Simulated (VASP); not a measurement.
# BiMo (rocksalt type) (Fm-3m) in VASP: notebook, part 2 of 2

VASP 6.6.1. Earlier steps stand in the parts before.

## 3. Electric field gradients, LDA

File INCAR:

```
  PREC = Accurate
  ENCUT = 520
  EDIFF = 1E-8
  ISMEAR = -1
  SIGMA = 0.05
  LREAL = False
  LASPH = True
  NELM = 100
  ALGO = Normal
  ISIF = 2
  LWAVE = False
  LCHARG = False
  GGA = CA
  LEFG = True
  NBANDS = 22
```

File KPOINTS:

```
Automatic mesh
0
Gamma
  12 12 12
```

File POSCAR:

```
BiMo
1.0
    0.0000000000      2.8444813037      2.8444813037
    2.8444813037      0.0000000000      2.8444813037
    2.8444813037      2.8444813037      0.0000000000
Mo Bi
1 1
Direct
    0.0000000000      0.0000000000      0.0000000000
    0.5000000000      0.5000000000      0.5000000000
```

Potentials or basis: VASP PAW LDA potentials, release 64 (Mo_sv, Bi_d).

Launch:

```console
$ cat potpaw_LDA.64/Mo_sv/POTCAR potpaw_LDA.64/Bi_d/POTCAR > POTCAR
$ mpirun -np 1 vasp_std > vasp.out
```

OUTCAR:

```text
PREC = Accurate
   ENCUT = 520
   EDIFF = 1E-8
   ISMEAR = -1
   LREAL = False
   LASPH = True
   NELM = 100
   ISIF = 2
   GGA = CA

 ion  position               nearest neighbor table
   1  0.000  0.000  0.000-   2 2.84   2 2.84   2 2.84   2 2.84   2 2.84   2 2.84
   2  0.500  0.500  0.500-   1 2.84   1 2.84   1 2.84   1 2.84   1 2.84   1 2.84

  LATTYP: Found a face centered cubic cell.
 ALAT       =     5.6889626074

  Lattice vectors:

 A1 = (   0.0000000000,   2.8444813037,   2.8444813037)
 A2 = (   2.8444813037,   0.0000000000,   2.8444813037)
 A3 = (   2.8444813037,   2.8444813037,   0.0000000000)

Analysis of symmetry for initial positions (statically):
=====================================================================
 Subroutine PRICEL returns:
 Original cell was already a primitive cell.

 Routine SETGRP: Setting up the symmetry group for a
 face centered cubic supercell.

 Subroutine GETGRP returns: Found 48 space group operations
 (whereof 48 operations were pure point group operations)
 out of a pool of 48 trial point group operations.

The static configuration has the point symmetry O_h .

Analysis of symmetry for dynamics (positions and initial velocities):
=====================================================================
 Subroutine PRICEL returns:
 Original cell was already a primitive cell.

 Routine SETGRP: Setting up the symmetry group for a
 face centered cubic supercell.

 Subroutine GETGRP returns: Found 48 space group operations
 (whereof 48 operations were pure point group operations)
 out of a pool of 48 trial point group operations.

The dynamic configuration has the point symmetry O_h .

 Subroutine INISYM returns: Found 48 space group operations
 (whereof 48 operations are pure point group operations),
 and found     1 'primitive' translations

----------------------------------------------------------------------------------------

                                     Primitive cell

  volume of cell :      46.0298

  direct lattice vectors                    reciprocal lattice vectors
     0.000000000  2.844481304  2.844481304    -0.175778972  0.175778972  0.175778972
     2.844481304  0.000000000  2.844481304     0.175778972 -0.175778972  0.175778972
     2.844481304  2.844481304  0.000000000     0.175778972  0.175778972 -0.175778972

  length of vectors
     4.022704038  4.022704038  4.022704038     0.304458111  0.304458111  0.304458111

  position of ions in fractional coordinates (direct lattice)
     0.000000000  0.000000000  0.000000000
     0.500000000  0.500000000  0.500000000

  ion indices of the primitive-cell ions
   primitive index   ion index
                 1           1
                 2           2

----------------------------------------------------------------------------------------

 KPOINTS: Automatic mesh
[... 70 lines left out ...]
   EDIFFG = 0.1E-06   stopping-criterion for IOM
   NSW    =      0    number of steps for IOM
   IBRION =     -1    ionic relax: 0-MD 1-quasi-New 2-CG
   NFREE  =      0    steps in history (QN), initial steepest desc. (CG)
   ISIF   =      2    stress and relaxation
   ISYM   =      2    0-nonsym 1-usesym 2-fastsym
   POTIM  = 0.5000    time-step for ionic-motion
   TEBEG  =    0.0;   TEEND  =   0.0 temperature during run
   PSTRESS=    0.0 pullay stress
   NELECT =      29.0000    total number of electrons
   NUPDOWN=      -1.0000    fix difference up-down
   EMIN   =  10.00;   EMAX   =-10.00  energy-range for DOS
   EFERMI =   0.00;   METHOD = LEGACY
   ISMEAR =    -1;   SIGMA  =   0.05  broadening in eV -4-tet -1-fermi 0-gaus
   EFERMI_NEDOS =   21; number of points for ismear=-14 and -15
   IALGO  =     38    algorithm
   IMIX   =      4    mixing-type and parameters
     AMIX     =   0.40;   BMIX     =  1.00
     AMIX_MAG =   1.60;   BMIX_MAG =  1.00
  volume/ion in A,a.u.               =      23.01       155.31
  Fermi-wavevector in a.u.,A,eV,Ry     =   1.403442  2.652120 26.798701  1.969649
  Thomas-Fermi vector in A             =   2.526103
   LORBIT       =      0    0 simple, 1 ext, 2 COOP (PROOUT), +10 PAW based schemes
   GGA     = CA    functional components
   LHFCALC =     F    Hartree Fock is set to
   AEXX    =    0.0000 exact exchange contribution
   IVDW    =     0    specifies the selected vdW correction
   LEPSILON=     F    determine dielectric tensor
   LRPA    =     F    only Hartree local field effects (RPA)
 non-spin polarized calculation
  energy-cutoff  :      520.00
  volume of cell :       46.03
 maximum number of plane-waves:      1258
 NGX is ok and might be reduce to    30
   NGX = 15   NGY = 15   NGZ = 15

 number of electron      28.9999990 magnetization

 Free energy of the ion-electron system (eV)
  ---------------------------------------------------
  ext. energy  EPLUGINS =         0.00000000
  ---------------------------------------------------
  free energy    TOTEN  =       -14.25195835 eV

  energy without entropy =      -14.21332682  energy(sigma->0) =      -14.23264258

 E-fermi :   9.4012     XC(G=0): -11.6567

 val. band max:        9.3994637044   @ k =  -0.3333   0.3333   0.0833
 cond. band min:       9.4012821010   @ k =   0.4167   0.3333   0.0833
 fundamental gap:      0.0018183966
 Fermi energy:         9.4011738172

 k-point     1 :       0.0000    0.0000    0.0000
  band No.  band energies     occupation
      1     -51.1155      2.00000
      2     -25.4167      2.00000
      3     -25.4167      2.00000
      4     -25.4167      2.00000
      5     -13.4140      2.00000
      6     -13.4140      2.00000
[... 589 lines left out ...]
     21      18.1183      0.00000
     22      20.7491      0.00000

 [... further k-points ...]

------------------------ aborting loop because EDIFF is reached ----------------------------------------

  FORCE on cell =-STRESS in cart. coord.  units (eV):
  Direction    XX          YY          ZZ          XY          YZ          ZX
  --------------------------------------------------------------------------------------
  -------------------------------------------------------------------------------------
  Total       -1.9385170     -1.9385170     -1.9385170      0.0000000      0.0000000      0.0000000
  in kB      -67.4746969    -67.4746969    -67.4746969      0.0000000      0.0000000      0.0000000
  external PRESSURE =     -67.4746969 kB  Pullay stress =       0.0000000 kB

 VOLUME and BASIS-vectors are now :
 -----------------------------------------------------------------------------
  energy-cutoff  :      520.00
  volume of cell :       46.03
      direct lattice vectors                 reciprocal lattice vectors
     0.000000000  2.844481304  2.844481304    -0.175778972  0.175778972  0.175778972
     2.844481304  0.000000000  2.844481304     0.175778972 -0.175778972  0.175778972
     2.844481304  2.844481304  0.000000000     0.175778972  0.175778972 -0.175778972

 POSITION                                       TOTAL-FORCE (eV/Angst)
 -----------------------------------------------------------------------------------
      0.00000      0.00000      0.00000        -0.000000      0.000000     -0.000000
      2.84448      2.84448      2.84448         0.000000     -0.000000      0.000000
 -----------------------------------------------------------------------------------
    total drift:                                0.000000      0.000000      0.000000

  FREE ENERGIE OF THE ION-ELECTRON SYSTEM (eV)
  ---------------------------------------------------
  free  energy   TOTEN  =       -14.2519583462 eV

  energy  without entropy=      -14.2133268218  energy(sigma->0) =      -14.23264258

 Electric field gradients (V/A^2)
---------------------------------------------------------------------
 ion       V_xx      V_yy      V_zz      V_xy      V_xz      V_yz
---------------------------------------------------------------------
   1      -0.000    -0.000     0.000    -0.000    -0.000    -0.000
   2      -0.000    -0.000    -0.000     0.000     0.000     0.000
---------------------------------------------------------------------

 Electric field gradients after diagonalization (V/A^2)
 (convention: |V_zz| > |V_xx| > |V_yy|)
----------------------------------------------------------------------
 ion       V_xx      V_yy      V_zz     asymmetry (V_yy - V_xx)/ V_zz
----------------------------------------------------------------------
   1       0.000     0.000    -0.000       0.000
   2      -0.000    -0.000     0.000       0.000
----------------------------------------------------------------------

           NMR quadrupolar parameters

 Cq : quadrupolar parameter    Cq=e*Q*V_zz/h
 eta: asymmetry parameters     (V_yy - V_xx)/ V_zz
 Q  : nuclear electric quadrupole moment in mb (millibarn)
----------------------------------------------------------------------
 ion       Cq(MHz)       eta       Q (mb)
----------------------------------------------------------------------
   1      -0.000       0.000       1.000
   2       0.000       0.000       1.000
----------------------------------------------------------------------
```

OSZICAR:

```text
N       E                     dE             d eps       ncg     rms          rms(c)
DAV:   1     0.304623832074E+03    0.30462E+03   -0.14908E+04  3176   0.154E+03
DAV:   2     0.358211309764E+01   -0.30104E+03   -0.29116E+03  3258   0.456E+02
DAV:   3    -0.142004129912E+02   -0.17783E+02   -0.17295E+02  3810   0.114E+02
DAV:   4    -0.146427266731E+02   -0.44231E+00   -0.44159E+00  3804   0.184E+01
DAV:   5    -0.146552944510E+02   -0.12568E-01   -0.12567E-01  4260   0.308E+00    0.839E+00
DAV:   6    -0.143019242690E+02    0.35337E+00   -0.16104E+00  3396   0.850E+00    0.201E+00
DAV:   7    -0.142597589371E+02    0.42165E-01   -0.16027E-01  3726   0.393E+00    0.179E+00
DAV:   8    -0.142524333928E+02    0.73255E-02   -0.26067E-02  3962   0.152E+00    0.220E-01
DAV:   9    -0.142519666395E+02    0.46675E-03   -0.20532E-03  3750   0.545E-01    0.470E-02
DAV:  10    -0.142519590792E+02    0.75603E-05   -0.75683E-05  4478   0.770E-02    0.120E-02
DAV:  11    -0.142519583326E+02    0.74666E-06   -0.45391E-06  3938   0.191E-02    0.270E-03
DAV:  12    -0.142519583535E+02   -0.20963E-07   -0.20147E-07  3926   0.356E-03    0.146E-03
DAV:  13    -0.142519583462E+02    0.72914E-08   -0.21790E-08  3054   0.126E-03
   1 F= -.14251958E+02 E0= -.14232643E+02  d E =-.386315E-01
```

It took 41 s on 1 thread of Intel Xeon 6975P-C (Granite Rapids), shared host; peak memory 0.19 GiB.

Results:

| Item | Value |
| --- | --- |
| Free energy | -14.2520 eV |
| Pressure | -6.7 GPa |
| Band gap on the k mesh | zero (an odd number of electrons rules out a gap without spin polarisation) |
| Largest electric field gradient by atom | zero within the noise of the run |

Levels at points of the mesh, in eV from the Fermi level:
```
           k point  band 13  band 14  band 15  band 16  band 17  band 18
(0.00, 0.00, 0.00)    -1.06    -0.58    -0.58     1.40     1.40     1.40
(0.50, 0.00, 0.00)    -3.24    -0.08    -0.08     0.49     3.74     6.03
(0.50, 0.50, 0.00)    -1.12    -1.12    -0.07     0.41     0.41     1.41
```

Caveat: the cell stands under tension; spin-orbit coupling is left out, which moves the levels of the heavy elements.

## 4. Electric field gradients, PBE, non-collinear spin, zero start, spin-orbit coupling

File INCAR:

```
PREC = Accurate
ENCUT = 520
EDIFF = 1E-8
ISMEAR = -1
SIGMA = 0.05
LREAL = False
LASPH = True
NELM = 150
ALGO = Normal
ISIF = 2
LWAVE = False
LCHARG = False
MAGMOM = 0 0 0 0 0 0
LORBIT = 11
LSORBIT = True
GGA_COMPAT = False
LORBMOM = True
LMAXMIX = 4
GGA = PE
LEFG = True
NBANDS = 41
```

KPOINTS is that of step 3.

POSCAR is that of step 3.

Potentials or basis: VASP PAW PBE potentials, release 64 (Mo_sv, Bi_d).

Launch:

```console
$ cat potpaw_PBE.64/Mo_sv/POTCAR potpaw_PBE.64/Bi_d/POTCAR > POTCAR
$ mpirun -np 1 vasp_ncl > vasp.out
```

OUTCAR:

```text
PREC = Accurate
   ENCUT = 520
   EDIFF = 1E-8
   ISMEAR = -1
   LREAL = False
   LASPH = True
   NELM = 150
   ISIF = 2
   LORBIT = 11
   LSORBIT = True
   GGA = PE

 ion  position               nearest neighbor table
   1  0.000  0.000  0.000-   2 2.84   2 2.84   2 2.84   2 2.84   2 2.84   2 2.84
   2  0.500  0.500  0.500-   1 2.84   1 2.84   1 2.84   1 2.84   1 2.84   1 2.84

  LATTYP: Found a face centered cubic cell.
 ALAT       =     5.6889626074

  Lattice vectors:

 A1 = (   0.0000000000,   2.8444813037,   2.8444813037)
 A2 = (   2.8444813037,   0.0000000000,   2.8444813037)
 A3 = (   2.8444813037,   2.8444813037,   0.0000000000)

Analysis of symmetry for initial positions (statically):
=====================================================================
 Subroutine PRICEL returns:
 Original cell was already a primitive cell.

 Routine SETGRP: Setting up the symmetry group for a
 face centered cubic supercell.

 Subroutine GETGRP returns: Found 48 space group operations
 (whereof 48 operations were pure point group operations)
[... 1351 lines left out ...]
     0.0000000     0.0000000     0.0000000     0.0000000     0.0000000     0.0000000     0.0000000
     0.0000000     0.0000000     0.0000000     0.0000000     0.0000000     0.0000000     0.0000000
     0.0000000     0.0000000     0.0000000     0.0000000     0.0000000     0.0000000     0.0000000
     0.0000000     0.0000000     0.0000000     0.0000000     0.0000000     0.0000000     0.0000000
     0.0000000     0.0000000     0.0000000     0.0000000     0.0000000     0.0000000     0.0000000
     0.0000000     0.0000000     0.0000000     0.0000000     0.0000000     0.0000000     0.0000000

 Ion:    2  E_soc:     -1.4790584
 l=   1
     0.0000000    -0.1802990    -0.1802990
    -0.1802990     0.0000000    -0.1802990
    -0.1802990    -0.1802990     0.0000000
 l=   2
     0.0000000    -0.0130935     0.0000000    -0.0130935    -0.0531172
    -0.0130935     0.0000000    -0.0398379    -0.0130935    -0.0132793
     0.0000000    -0.0398379     0.0000000    -0.0398379     0.0000000
    -0.0130935    -0.0130935    -0.0398379     0.0000000    -0.0132793
    -0.0531172    -0.0132793     0.0000000    -0.0132793     0.0000000
 l=   3
     0.0000000     0.0000000     0.0000000     0.0000000     0.0000000     0.0000000     0.0000000
     0.0000000     0.0000000     0.0000000     0.0000000     0.0000000     0.0000000     0.0000000
     0.0000000     0.0000000     0.0000000     0.0000000     0.0000000     0.0000000     0.0000000
     0.0000000     0.0000000     0.0000000     0.0000000     0.0000000     0.0000000     0.0000000
     0.0000000     0.0000000     0.0000000     0.0000000     0.0000000     0.0000000     0.0000000
     0.0000000     0.0000000     0.0000000     0.0000000     0.0000000     0.0000000     0.0000000
     0.0000000     0.0000000     0.0000000     0.0000000     0.0000000     0.0000000     0.0000000

 total charge

# of ion       s       p       d       tot
------------------------------------------
    1        2.204   6.072   4.073  12.348
    2        1.418   1.639   9.958  13.015
--------------------------------------------------
tot          3.622   7.710  14.031  25.363

 magnetization (x)

# of ion       s       p       d       tot
------------------------------------------
    1       -0.000   0.000   0.000   0.000
    2       -0.000   0.000  -0.000  -0.000
--------------------------------------------------
tot         -0.000   0.000   0.000   0.000

 magnetization (y)

# of ion       s       p       d       tot
------------------------------------------
    1        0.000   0.000  -0.000  -0.000
    2       -0.000   0.000   0.000  -0.000
--------------------------------------------------
tot         -0.000   0.000  -0.000  -0.000

 magnetization (z)

# of ion       s       p       d       tot
------------------------------------------
    1        0.000   0.000   0.000   0.000
    2       -0.000  -0.000   0.000  -0.000
--------------------------------------------------
tot         -0.000  -0.000   0.000   0.000
```

OSZICAR:

```text
N       E                     dE             d eps       ncg     rms          rms(c)
DAV:   1     0.384179213889E+03    0.38418E+03   -0.15096E+04  5976   0.173E+03
DAV:   2     0.216332889546E+02   -0.36255E+03   -0.35114E+03  5969   0.532E+02
DAV:   3    -0.120818154365E+02   -0.33715E+02   -0.32209E+02  6961   0.167E+02
DAV:   4    -0.134974987676E+02   -0.14157E+01   -0.13982E+01  6940   0.345E+01
DAV:   5    -0.135559015273E+02   -0.58403E-01   -0.58369E-01  8306   0.700E+00    0.848E+00
DAV:   6    -0.132145201808E+02    0.34138E+00   -0.16121E+00  6646   0.868E+00    0.248E+00
DAV:   7    -0.131757000643E+02    0.38820E-01   -0.16413E-01  7021   0.412E+00    0.180E+00
DAV:   8    -0.131721650872E+02    0.35350E-02   -0.22501E-02  7911   0.150E+00    0.542E-01
DAV:   9    -0.131721159260E+02    0.49161E-04   -0.86705E-04  7706   0.278E-01    0.187E-01
DAV:  10    -0.131720647701E+02    0.51156E-04   -0.33541E-04  7242   0.226E-01    0.381E-02
DAV:  11    -0.131720640062E+02    0.76392E-06   -0.45788E-05  7933   0.673E-02    0.111E-02
DAV:  12    -0.131720623565E+02    0.16497E-05   -0.30987E-06  6639   0.193E-02    0.347E-03
DAV:  13    -0.131720623137E+02    0.42785E-07   -0.18607E-07  8177   0.382E-03    0.169E-03
DAV:  14    -0.131720623204E+02   -0.66816E-08   -0.37052E-08  5760   0.138E-03
   1 F= -.13172062E+02 E0= -.13152697E+02  d E =-.387312E-01  mag=     0.0000     0.0000    -0.0000
```

stdout:

```text
POSCAR found type information on POSCAR MoBi
 POSCAR found :  2 types and       2 ions
 scaLAPACK will be used
 LDA part: xc-table for (Slater+PW92), standard interpolation
 POSCAR, INCAR and KPOINTS ok, starting setup
 FFT: planning ... GRIDC
 FFT: planning ... GRID_SOFT
 FFT: planning ... GRID
 WAVECAR not read
 entering main loop
ion   1

ion   2
```

Run time: 4.3 min. Hardware: 1 thread of Intel Xeon 6975P-C (Granite Rapids), shared host; peak memory 0.4 GiB.

What came out:

| Property | Result |
| --- | --- |
| Free energy | -13.1721 eV |
| Pressure | 0.2 GPa |
| Net moment | 0.00 μB per cell |
| Largest electric field gradient by atom | zero within the noise of the run |
| Valence electrons inside the program's atomic spheres | Mo 12.35; Bi 13.02 |

Moments on the atoms (μB; x, y, z):
```
Mo  0.00 0.00 0.00
Bi  0.00 0.00 0.00
```

## 5. The runs side by side

```tsv
level	potentials or basis	spin	gap on the mesh (eV)	pressure (GPa)
PBEsol	VASP PAW PBE potentials, release 64 (Mo_sv, Bi_d)	off	none	-4.6
LDA	VASP PAW LDA potentials, release 64 (Mo_sv, Bi_d)	off	none	-6.7
PBE	VASP PAW PBE potentials, release 64 (Mo_sv, Bi_d)	non-collinear, zero start, SOC	-	0.2
```

Alike in all rows: task electric field gradients; cell as given; k mesh 12 × 12 × 12; cutoff (eV) 520; smearing fermi-dirac 0.05 eV.

Caveats: the cell stands under tension (at least some runs); spin-orbit coupling is left out, which moves the levels of the heavy elements (at least some runs); the PAW data sets were made with another functional, which shifts forces and pressure a little (at least some runs).

Absolute energies hang on the potentials; compare differences alone.
